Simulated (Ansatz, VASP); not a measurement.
ScNb2O3 in VASP and in Ansatz

```
Sc Nb O
1.0
     2.79685   -4.26498    0.00000
     2.79685    4.26498    0.00000
     0.00000    0.00000    2.78397
Sc Nb O
1 2 3
Direct
  0.50000 0.50000 0.00000
  0.21563 0.78437 0.00000
  0.78437 0.21563 0.00000
  0.00000 0.00000 0.00000
  0.50000 0.00000 0.50000
  0.00000 0.50000 0.50000
```

Change from the starting cell: species swapped into the NaH2Pd3 type (Cmmm, No. 65).

Alike in both runs: task relaxation of cell and atoms; functional PBE; k mesh 4 × 4 × 6; occupations gaussian, width 0.1 eV; no spin polarisation.

|  | VASP | Ansatz |
| --- | --- | --- |
| version | VASP 6.6.1 | Ansatz 0.2.0 |
| potentials or method | VASP PAW PBE potentials, release 64 (Sc_sv, Nb_sv, O), cutoff 600 eV | scalar-relativistic, plane waves, PAW |
| valence electrons in the cell | 55 | 55 |

|  | VASP | Ansatz | Ansatz less VASP |
| --- | --- | --- | --- |
| gap on the k mesh at the Fermi level, each at its own relaxed structure (eV) | none | none | - |
| relaxed volume (Å³/atom) | 14.15 | 14.27 | +0.119 |
| relaxed length of the cell vector where the two differ most in proportion (Å) | 5.769 | 5.799 | +0.0299 |

A gap of «none» marks a metal or a gap that the smearing closes.

The k mesh is coarse, so the values compare programs but aren't converged. Noted on VASP's run: the volume moved by over 15 % at a fixed basis, so the end points are rough.
